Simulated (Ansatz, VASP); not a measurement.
# TiAl3: VASP beside Ansatz

```
Ti Al
1.0
    -1.99414    1.99414    4.40245
     1.99414   -1.99414    4.40245
     1.99414    1.99414   -4.40245
Ti Al
1 3
Direct
  0.96462 0.96462 0.00000
  0.47771 0.47771 0.00000
  0.77883 0.27883 0.50000
  0.27883 0.77883 0.50000
```

Alike in both runs: task single point; functional PBE; k mesh 14 × 14 × 14; occupations gaussian, width 0.1 eV; no spin polarisation.

```csv
,VASP,Ansatz
version,VASP 6.6.1,Ansatz 0.2.0
potentials or method,"VASP PAW PBE potentials, release 64 (Ti_sv, Al), cutoff 520 eV","scalar-relativistic, plane waves, PAW"
valence electrons in the cell,21,21
```

|  | VASP | Ansatz | Ansatz less VASP |
| --- | --- | --- | --- |
| gap on the k mesh at the Fermi level (eV) | none | none | - |
| pressure (GPa) | 1.1 | 1.3 | +0.14 |
| traceless stress, the component that is largest in VASP (GPa) | 4.19 | 4.20 | +0.010 |
| rms of the force components (eV/Å) | 1.500 | 1.498 | -0.0020 |

Atom by atom the forces differ by 0.002 eV/Å (rms over components). A gap of «none» marks a metal or a gap that the smearing closes.
